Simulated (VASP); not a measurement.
Input of a VASP 6.6.1 run:

Contents of INCAR:

```
SYSTEM = SiC
ALGO = Normal
EDIFF = 1E-6
ENCUT = 600
GGA = PE
GGA_COMPAT = .False.
ISIF = 2
ISMEAR = 0
LASPH = .True.
LCHARG = .True.
LELF = .True.
LREAL = .False.
LVHAR = .True.
LWAVE = .False.
NBANDS = 11
NELM = 120
PREC = Accurate
SIGMA = 0.02
```

The input KPOINTS:

```
k-points
0
Gamma
  10 10 10
  0 0 0
```

POSCAR

```
SiC
1.0
    0.0000000000      2.1898618285      2.1898618285
    2.1898618285      0.0000000000      2.1898618285
    2.1898618285      2.1898618285      0.0000000000
Si C
1 1
Direct
    0.5000000000      0.5000000000      0.5000000000
    0.2500000000      0.2500000000      0.2500000000
```

Potentials or basis: VASP PAW PBE potentials, release 64 (Si, C).

Command:

```sh
$ cat potpaw_PBE.64/Si/POTCAR potpaw_PBE.64/C/POTCAR > POTCAR
$ mpirun -np 1 vasp_std > vasp.out
```

(1) What does it give for the pressure?

(2) Estimate the band gap on the k mesh.

Results:

(1) -0.2 GPa.

(2) 1.37 eV (least direct gap 4.53 eV).
